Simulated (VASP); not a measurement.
Al4GeRu:

```xyz
6
Lattice="0.0000 3.5288 3.5288 3.5288 0.0000 3.5288 3.5288 3.5288 0.0000" Properties=species:S:1:pos:R:3 pbc="T T T"
Al    4.4032    4.4032    4.4032
Al    4.4032    2.6545    2.6545
Al    2.6545    4.4032    2.6545
Al    2.6545    2.6545    4.4032
Ge    1.7644    1.7644    1.7644
Ru    0.0000    0.0000    0.0000
```

| Quantity | Value |
| --- | --- |
| Program | VASP 6.6.1 |
| Task | relaxation of cell and atoms |
| Functional | PBE |
| Potentials or basis | VASP PAW PBE potentials, release 64 (Al, Ge_d, Ru_pv) |
| Cutoff | 600 eV |
| k mesh | 4 × 4 × 4 |
| Occupations | gaussian, width 0.1 eV |
| Spin | no spin polarisation |

At the start: pressure 11.3 GPa; volume 14.65 Å³/atom.

Question: How do energy, volume and symmetry change on relaxing?

Answer: Over 6 steps the energy falls by 52.5 meV/atom and the volume is 16.04 Å³/atom (+9.5 %); space group F-43m (No. 216, to 0.05 Å).

The path:
```csv
step,energy change (eV),largest force (eV/Å),pressure (GPa),volume (Å³)
1,0.0000,0.9437,11.31,87.89
2,-0.2003,0.6593,-4.67,101.71
3,-0.3129,0.1790,0.33,96.05
4,-0.3129,0.1619,0.50,95.89
5,-0.3147,0.0861,-0.07,96.42
6,-0.3151,0.0110,0.09,96.26
```

Final structure:
```cif
data_structure
_symmetry_space_group_name_H-M 'P 1'
_symmetry_Int_Tables_number 1
_cell_length_a 5.1442
_cell_length_b 5.1442
_cell_length_c 5.1442
_cell_angle_alpha 60.000
_cell_angle_beta 60.000
_cell_angle_gamma 60.000
_cell_volume 96.26
loop_
_atom_site_label
_atom_site_type_symbol
_atom_site_fract_x
_atom_site_fract_y
_atom_site_fract_z
_atom_site_occupancy
Al1 Al 0.62574 0.62574 0.62574 1
Al2 Al 0.12278 0.62574 0.62574 1
Al3 Al 0.62574 0.12278 0.62574 1
Al4 Al 0.62574 0.62574 0.12278 1
Ge1 Ge 0.25000 0.25000 0.25000 1
Ru1 Ru 0.00000 0.00000 0.00000 1
```

Caveat: the k points lie up to 0.37 Å⁻¹ apart in the final cell.
